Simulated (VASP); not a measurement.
Set up this calculation in VASP 6.6.1, as the native input.

| Property | Result |
| --- | --- |
| Task | relaxation of cell and atoms |
| Functional | PBE |
| Potentials or basis | VASP PAW PBE potentials, release 64 (Na_sv, H) |
| Cutoff | 1130 eV |
| k mesh | 10 × 10 × 10 |
| Occupations | fermi-dirac, width 0.02 eV |
| Spin | no spin polarisation |
| Dipole correction | no |
| Further INCAR settings | ALGO = Normal; EDIFF = 1e-07; IBRION = 2; EDIFFG = -0.005; NSW = 80; ISIF = 3 |

The structure of NaH lies in POSCAR:

```
NaH
1.0
    0.0000000000      1.9855990000      1.9855990000
    1.9855990000      0.0000000000      1.9855990000
    1.9855990000      1.9855990000      0.0000000000
Na H
1 1
Direct
    0.0000000000      0.0000000000      0.0000000000
    0.5000000000      0.5000000000      0.5000000000
```

One way to write it, as run:

INCAR

```
SYSTEM = NaH
PREC = Accurate ; ENCUT = 1130
EDIFF = 1E-7 ; ISMEAR = -1
SIGMA = 0.02 ; LREAL = .FALSE.
LASPH = .TRUE. ; NELM = 120
ALGO = Normal ; ISIF = 3
LWAVE = .FALSE. ; LCHARG = .FALSE.
GGA = PE ; IBRION = 2
NSW = 80 ; EDIFFG = -0.005
GGA_COMPAT = .FALSE. ; NELMIN = 4
```

KPOINTS

```
Automatic mesh
0
G
  10 10 10
  0 0 0
```

Potentials or basis: VASP PAW PBE potentials, release 64 (Na_sv, H).

Run with:

```sh
$ cat potpaw_PBE.64/Na_sv/POTCAR potpaw_PBE.64/H/POTCAR > POTCAR
$ mpirun -np 1 vasp_std > vasp.out
```

Results of the run:

```json
{
  "Relaxed volume": "14.07 Å³/atom",
  "Relaxed cell": "a = 3.414 Å, b = 3.414 Å, c = 3.414 Å, α = 60.00°, β = 60.00°, γ = 60.00°",
  "Space group after relaxing (to 0.1 Å)": "Fm-3m (No. 225)",
  "Energy gained by relaxing": "488.3 meV/atom",
  "Ionic steps": "6",
  "Pressure after relaxing": "0.0 GPa",
  "Band gap on the k mesh": "3.79 eV (least direct gap 4.63 eV)"
}
```

Caveat: the volume moved by over 15 % at a fixed basis, so the end points are rough; the structure was generated, so it needn't be the stable form of NaH.

It took 120 s on 1 thread of AMD EPYC 7R43 64-Core Processor (Zen 3) (shared host), peak memory 0.14 GiB.
